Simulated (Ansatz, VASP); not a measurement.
# One calculation of MnS, two programs

```xyz
2
Lattice="0.0000 2.4735 2.4735 2.4735 0.0000 2.4735 2.4735 2.4735 0.0000" Properties=species:S:1:pos:R:3 pbc="T T T"
Mn    0.0000    0.0000    0.0000
S     3.7102    3.7102    3.7102
```

Alike in both runs: functional PBEsol; k mesh 9 × 9 × 9; occupations fermi-dirac, width 0.05 eV; collinear spin.

|  | VASP | Ansatz |
| --- | --- | --- |
| version | VASP 6.6.1 | Ansatz 0.2.0 |
| potentials or method | VASP PAW PBE potentials, release 64 (Mn_pv, S), cutoff 520 eV | all-electron PAW datasets made for the crystal |
| task | single point | band structure |

```tsv
	VASP	Ansatz	Ansatz less VASP
gap on the k mesh at the Fermi level (eV)	none	none	-
pressure (GPa)	-2.8	-3.0	-0.24
net moment per atom (μB)	0.12	0.12	+0.004
size of the moment on the site where the two differ most (μB)	0.23	0.21	-0.016
```

VASP's potentials were made for PBE, not for PBEsol. Site moments also hang on the region over which each program counts them. A gap of «none» marks a metal or a gap that the smearing closes. Ansatz ran all-electron here, and VASP with PAW potentials.
